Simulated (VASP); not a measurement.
# SnO (Pmn2_1) in VASP: single point with r2SCAN+D3(BJ)

Aim: the single point of SnO with r2SCAN+D3(BJ).

Program: VASP 6.6.1. These are calculated values, not measurements. Logs are shortened: lines on timing, memory, paths and dates and some standing lists are left out, and cuts for length are marked.

### Step 1. The cell of the first run

The structure is orthorhombic, space group Pmn2_1 (No. 31). Conventional cell: a = 3.355 Å, b = 5.674 Å, c = 4.222 Å, α = 90.00°, β = 90.00°, γ = 90.00°. Within 2.8 Å of Sn (site symmetry m) lie 3 O at 2.15 to 2.16 Å. O (site symmetry m) has 3 Sn at 2.15 to 2.16 Å within 2.8 Å.

### Step 2. Single point, r2SCAN+D3(BJ)

File POSCAR:

```
SnO
1.0
    3.3550050000      0.0000000000      0.0000000000
    0.0000000000      5.6741040000      0.0000000000
    0.0000000000      0.0000000000      4.2219700000
Sn O
2 2
Direct
    0.0000000000      0.2319090000      0.5131440000
    0.5000000000      0.7680910000      0.0131440000
    0.0000000000      0.8912500000      0.7368570000
    0.5000000000      0.1087500000      0.2368570000
```

File INCAR.step1:

```
PREC     = Accurate       # precision mode
ENCUT    = 520            # plane-wave cutoff, eV
ISMEAR   = 0              # smearing method
SIGMA    = 0.01           # smearing width, eV
LREAL    = F              # projectors in reciprocal space
LASPH    = T              # aspherical terms in the spheres
NELM     = 60             # most SCF steps
NBANDS   = 28             # bands
GGA      = PE             # functional
ALGO     = Normal         # electronic algorithm
EDIFF    = 1E-4           # SCF threshold, eV
LWAVE    = T              # write WAVECAR
LCHARG   = F              # write CHGCAR
```

File INCAR.step2:

```
PREC     = Accurate       # precision mode
ENCUT    = 520            # plane-wave cutoff, eV
EDIFF    = 1E-7           # SCF threshold, eV
ISMEAR   = 0              # smearing method
SIGMA    = 0.01           # smearing width, eV
LREAL    = F              # projectors in reciprocal space
LASPH    = T              # aspherical terms in the spheres
NELM     = 60             # most SCF steps
ALGO     = Normal         # electronic algorithm
ISIF     = 2              # what is computed and relaxed
LWAVE    = F              # write WAVECAR
LCHARG   = T              # write CHGCAR
METAGGA  = R2SCAN         # meta-GGA
LMIXTAU  = T            
IVDW     = 12             # dispersion correction
VDW_S6   = 1.0          
VDW_S8   = 0.78981345   
VDW_A1   = 0.49484001   
VDW_A2   = 5.73083694   
LELF     = T              # ELF
LVHAR    = T            
NBANDS   = 28             # bands
ISTART   = 1
```

File KPOINTS:

```
Automatic mesh
0
Gamma
  3 2 3
```

Potentials or basis: VASP PAW PBE potentials, release 64 (Sn_d, O).

The run is started by

```bash
> cat potpaw_PBE.64/Sn_d/POTCAR potpaw_PBE.64/O/POTCAR > POTCAR
> cp INCAR.step1 INCAR
> mpirun -np 1 vasp_std > vasp.out
> cp INCAR.step2 INCAR
> mpirun -np 1 vasp_std > vasp.out
```

OUTCAR:

```text
PREC = Accurate
   ENCUT = 520
   EDIFF = 1E-7
   ISMEAR = 0
   LREAL = F
   LASPH = T
   NELM = 60
   ISIF = 2
   METAGGA = R2SCAN
   IVDW = 12
   ISTART = 1
 IVDW          = 12

 ion  position               nearest neighbor table
   1  0.000  0.232  0.513-   3 2.15   4 2.16   4 2.16
   2  0.500  0.768  0.013-   4 2.15   3 2.16   3 2.16
   3  0.000  0.891  0.737-   1 2.15   2 2.16   2 2.16
   4  0.500  0.109  0.237-   2 2.15   1 2.16   1 2.16

  LATTYP: Found a simple orthorhombic cell.
 ALAT       =     3.3550050000
 B/A-ratio  =     1.2584094510
 C/A-ratio  =     1.6912356315

  Lattice vectors:

 A1 = (  -3.3550050000,   0.0000000000,   0.0000000000)
 A2 = (   0.0000000000,   0.0000000000,   4.2219700000)
 A3 = (   0.0000000000,   5.6741040000,   0.0000000000)

Analysis of symmetry for initial positions (statically):
=====================================================================
 Subroutine PRICEL returns:
 Original cell was already a primitive cell.

 Routine SETGRP: Setting up the symmetry group for a
 simple orthorhombic supercell.

 Subroutine GETGRP returns: Found  4 space group operations
 (whereof  2 operations were pure point group operations)
 out of a pool of  8 trial point group operations.

The static configuration has the point symmetry C_1h.
 The point group associated with its full space group is C_2v.

Analysis of symmetry for dynamics (positions and initial velocities):
=====================================================================
 Subroutine PRICEL returns:
 Original cell was already a primitive cell.

 Routine SETGRP: Setting up the symmetry group for a
 simple orthorhombic supercell.

 Subroutine GETGRP returns: Found  4 space group operations
 (whereof  2 operations were pure point group operations)
 out of a pool of  8 trial point group operations.

The dynamic configuration has the point symmetry C_1h.
 The point group associated with its full space group is C_2v.

 Subroutine INISYM returns: Found  4 space group operations
 (whereof  2 operations are pure point group operations),
 and found     1 'primitive' translations

----------------------------------------------------------------------------------------

                                     Primitive cell

  volume of cell :      80.3722

  direct lattice vectors                    reciprocal lattice vectors
     3.355005000  0.000000000  0.000000000     0.298062149  0.000000000  0.000000000
     0.000000000  5.674104000  0.000000000     0.000000000  0.176239279  0.000000000
     0.000000000  0.000000000  4.221970000     0.000000000  0.000000000  0.236856254

  length of vectors
     3.355005000  5.674104000  4.221970000     0.298062149  0.176239279  0.236856254

  position of ions in fractional coordinates (direct lattice)
     0.000000000  0.231909000  0.513144000
     0.500000000  0.768091000  0.013144000
     0.000000000  0.891250000  0.736857000
     0.500000000  0.108750000  0.236857000

  ion indices of the primitive-cell ions
   primitive index   ion index
                 1           1
                 2           2
                 3           3
                 4           4

----------------------------------------------------------------------------------------

 KPOINTS: Automatic mesh

Automatic generation of k-mesh.
 Grid dimensions read from file:
 generate k-points for:    3    2    3

 Generating k-lattice:

  Cartesian coordinates                     Fractional coordinates (reciprocal lattice)
     0.099354050  0.000000000  0.000000000     0.333333333  0.000000000  0.000000000
     0.000000000  0.088119640  0.000000000     0.000000000  0.500000000  0.000000000
     0.000000000  0.000000000  0.078952085     0.000000000  0.000000000  0.333333333

  Length of vectors
     0.099354050  0.088119640  0.078952085

  Shift w.r.t. Gamma in fractional coordinates (k-lattice)
     0.000000000  0.000000000  0.000000000

 Subroutine IBZKPT returns following result:
 ===========================================

 Found      8 irreducible k-points:

 Following reciprocal coordinates:
            Coordinates               Weight
  0.000000  0.000000  0.000000      1.000000
  0.333333  0.000000  0.000000      2.000000
  0.000000  0.500000  0.000000      1.000000
  0.333333  0.500000  0.000000      2.000000
  0.000000  0.000000  0.333333      2.000000
  0.333333  0.000000  0.333333      4.000000
  0.000000  0.500000  0.333333      2.000000
  0.333333  0.500000  0.333333      4.000000
   k-points           NKPTS =      8   k-points in BZ     NKDIM =      8   number of bands    NBANDS=     28
   number of dos      NEDOS =    301   number of ions     NIONS =      4
   total plane-waves  NPLWV =  37632
   dimension x,y,z NGX =    28 NGY =   42 NGZ =   32
   dimension x,y,z NGXF=    56 NGYF=   84 NGZF=   64
   ions per type =               2   2
   NGX,Y,Z   is equivalent  to a cutoff of  13.87, 12.31, 12.60 a.u.
   NGXF,Y,Z  is equivalent  to a cutoff of  27.75, 24.61, 25.20 a.u.
 SYSTEM =  unknown system
   PREC   = accura    normal or accurate (medium, high low for compatibility)
   ISTART =      1    job   : 0-new  1-cont  2-samecut
   ICHARG =      0    charge: 1-file 2-atom 10-const
   ISPIN  =      1    spin polarized calculation?
   LNONCOLLINEAR =      F non collinear calculations
   LSORBIT =      F    spin-orbit coupling
   LASPH  =      T    aspherical Exc in radial PAW
   ENCUT  =  520.0 eV  38.22 Ry    6.18 a.u.   6.24 10.55  7.85*2*pi/ulx,y,z
   NELM   =     60;   NELMIN=  2; NELMDL=  0     # of ELM steps
   EDIFF  = 0.1E-06   stopping-criterion for ELM
   LREAL  =      F    real-space projection
   EDIFFG = 0.1E-05   stopping-criterion for IOM
   NSW    =      0    number of steps for IOM
   IBRION =     -1    ionic relax: 0-MD 1-quasi-New 2-CG
   NFREE  =      0    steps in history (QN), initial steepest desc. (CG)
   ISIF   =      2    stress and relaxation
   ISYM   =      2    0-nonsym 1-usesym 2-fastsym
   POTIM  = 0.5000    time-step for ionic-motion
   TEBEG  =    0.0;   TEEND  =   0.0 temperature during run
   PSTRESS=    0.0 pullay stress
   NELECT =      40.0000    total number of electrons
   NUPDOWN=      -1.0000    fix difference up-down
   EMIN   =  10.00;   EMAX   =-10.00  energy-range for DOS
   EFERMI =   0.00;   METHOD = LEGACY
   ISMEAR =     0;   SIGMA  =   0.01  broadening in eV -4-tet -1-fermi 0-gaus
   EFERMI_NEDOS =   21; number of points for ismear=-14 and -15
   IALGO  =     38    algorithm
   IMIX   =      4    mixing-type and parameters
     AMIX     =   0.40;   BMIX     =  1.00
     AMIX_MAG =   1.60;   BMIX_MAG =  1.00
  volume/ion in A,a.u.               =      20.09       135.59
  Fermi-wavevector in a.u.,A,eV,Ry     =   1.297357  2.451650 22.900458  1.683136
  Thomas-Fermi vector in A             =   2.428755
   LORBIT       =      0    0 simple, 1 ext, 2 COOP (PROOUT), +10 PAW based schemes
   METAGGA = R2SCAN    functional components
   LHFCALC =     F    Hartree Fock is set to
   AEXX    =    0.0000 exact exchange contribution
   IVDW    =    12    specifies the selected vdW correction
   LEPSILON=     F    determine dielectric tensor
   LRPA    =     F    only Hartree local field effects (RPA)
 non-spin polarized calculation
 Gauss-broadening in eV      SIGMA  =   0.01
  energy-cutoff  :      520.00
  volume of cell :       80.37
 maximum number of plane-waves:      2170
 NGX is ok and might be reduce to    28
   NGX = 13   NGY = 21   NGZ = 15

 number of electron      39.9999992 magnetization

 Free energy of the ion-electron system (eV)
  ---------------------------------------------------
  ext. energy  EPLUGINS =         0.00000000
  ---------------------------------------------------
  free energy    TOTEN  =       -66.54060768 eV

  energy without entropy =      -66.54060768  energy(sigma->0) =      -66.54060768

 E-fermi :   4.7209     XC(G=0): -10.1340

 val. band max:        4.6341198893   @ k =   0.0000   0.0000   0.0000
 cond. band min:       6.5741697689   @ k =   0.3333   0.5000   0.0000
 fundamental gap:      1.9400498796
 Fermi energy:         4.7208744080

 k-point     1 :       0.0000    0.0000    0.0000
  band No.  band energies     occupation
      1     -17.3003      2.00000
      2     -16.8826      2.00000
      3     -16.7768      2.00000
      4     -16.7653      2.00000
      5     -16.7369      2.00000
      6     -16.6959      2.00000
[... 20 lines left out ...]
     27      14.0677      0.00000
     28      14.6898      0.00000

 k-point     2 :       0.3333    0.0000    0.0000
  band No.  band energies     occupation
      1     -17.2877      2.00000
      2     -17.1201      2.00000
      3     -16.7614      2.00000
      4     -16.7502      2.00000
      5     -16.7184      2.00000
      6     -16.7021      2.00000
[... 20 lines left out ...]
     27      13.4208      0.00000
     28      15.0570      0.00000

 k-point     3 :       0.0000    0.5000    0.0000
  band No.  band energies     occupation
      1     -17.2917      2.00000
      2     -16.8874      2.00000
      3     -16.7697      2.00000
      4     -16.7617      2.00000
      5     -16.7403      2.00000
      6     -16.7049      2.00000
[... 20 lines left out ...]
     27      14.7299      0.00000
     28      15.4720      0.00000

 k-point     4 :       0.3333    0.5000    0.0000
  band No.  band energies     occupation
      1     -17.2906      2.00000
      2     -17.1237      2.00000
      3     -16.7539      2.00000
      4     -16.7523      2.00000
      5     -16.7149      2.00000
      6     -16.7030      2.00000
[... 20 lines left out ...]
     27      14.0211      0.00000
     28      15.0340      0.00000

 k-point     5 :       0.0000    0.0000    0.3333
  band No.  band energies     occupation
      1     -17.2250      2.00000
      2     -17.0203      2.00000
      3     -16.7624      2.00000
      4     -16.7602      2.00000
      5     -16.7487      2.00000
      6     -16.7334      2.00000
[... 20 lines left out ...]
     27      15.2679      0.00000
     28      16.8985      0.00000

 k-point     6 :       0.3333    0.0000    0.3333
  band No.  band energies     occupation
      1     -17.2686      2.00000
      2     -17.1886      2.00000
      3     -16.7707      2.00000
      4     -16.7663      2.00000
      5     -16.7064      2.00000
      6     -16.7009      2.00000
[... 20 lines left out ...]
     27      14.5558      0.00000
     28      14.8020      0.00000

 k-point     7 :       0.0000    0.5000    0.3333
  band No.  band energies     occupation
      1     -17.2210      2.00000
      2     -17.0237      2.00000
      3     -16.7621      2.00000
      4     -16.7570      2.00000
      5     -16.7521      2.00000
      6     -16.7385      2.00000
[... 20 lines left out ...]
     27      15.1654      0.00000
     28      15.4394      0.00000

 k-point     8 :       0.3333    0.5000    0.3333
  band No.  band energies     occupation
      1     -17.2642      2.00000
      2     -17.1822      2.00000
      3     -16.7688      2.00000
      4     -16.7670      2.00000
      5     -16.7042      2.00000
      6     -16.7012      2.00000
[... 20 lines left out ...]
     27      15.2295      0.00000
     28      15.5872      0.00000

------------------------ aborting loop because EDIFF is reached ----------------------------------------

 Edisp (eV)   -0.38436

 E8    (eV) :    -0.1306

  FORCE on cell =-STRESS in cart. coord.  units (eV):
  Direction    XX          YY          ZZ          XY          YZ          ZX
  --------------------------------------------------------------------------------------
  -------------------------------------------------------------------------------------
  Total      -2.16814    -1.36567    -1.42920     0.00000     0.00000     0.00000
  in kB     -43.22067   -27.22396   -28.49035     0.00000     0.00000     0.00000
  external pressure =      -32.98 kB  Pullay stress =        0.00 kB

 VOLUME and BASIS-vectors are now :
 -----------------------------------------------------------------------------
  energy-cutoff  :      520.00
  volume of cell :       80.37
      direct lattice vectors                 reciprocal lattice vectors
     3.355005000  0.000000000  0.000000000     0.298062149  0.000000000  0.000000000
     0.000000000  5.674104000  0.000000000     0.000000000  0.176239279  0.000000000
     0.000000000  0.000000000  4.221970000     0.000000000  0.000000000  0.236856254

 POSITION                                       TOTAL-FORCE (eV/Angst)
 -----------------------------------------------------------------------------------
      0.00000      1.31588      2.16648         0.000000     -0.543967     -0.156578
      1.67750      4.35823      0.05549         0.000000      0.543967     -0.156578
      0.00000      5.05705      3.11099         0.000000      0.230874      0.156578
      1.67750      0.61706      1.00000         0.000000     -0.230874      0.156578
 -----------------------------------------------------------------------------------
    total drift:                                0.000000      0.000000     -0.005374

  FREE ENERGIE OF THE ION-ELECTRON SYSTEM (eV)
  ---------------------------------------------------
  free  energy   TOTEN  =       -66.9249657588 eV

  energy  without entropy=      -66.9249657588  energy(sigma->0) =      -66.92496576
```

Wall time 65 s (1 thread of Intel Xeon Platinum 8375C at 2.90GHz (Ice Lake), shared host); peak memory 0.2 GiB.

Results:

| Item | Value |
| --- | --- |
| Free energy | -66.9250 eV |
| Pressure | -3.3 GPa |
| Largest force | 0.566 eV/Å |
| Band gap on the k mesh | 1.94 eV, indirect (least direct gap 2.69 eV) |
| Dispersion energy per atom | -0.096 eV |

Forces in eV/Å, atoms in the order of the input:
```
Sn   0.000 -0.544 -0.157
Sn   0.000  0.544 -0.157
O    0.000  0.231  0.157
O    0.000 -0.231  0.157
```

Caveat: the k points lie up to 0.62 Å⁻¹ apart; the PAW data sets were made with another functional, which shifts forces and pressure a little; spin-orbit coupling is left out, which moves the levels of the heavy elements. r2SCAN opens gaps a little over a GGA but as a rule still falls short of measured ones.
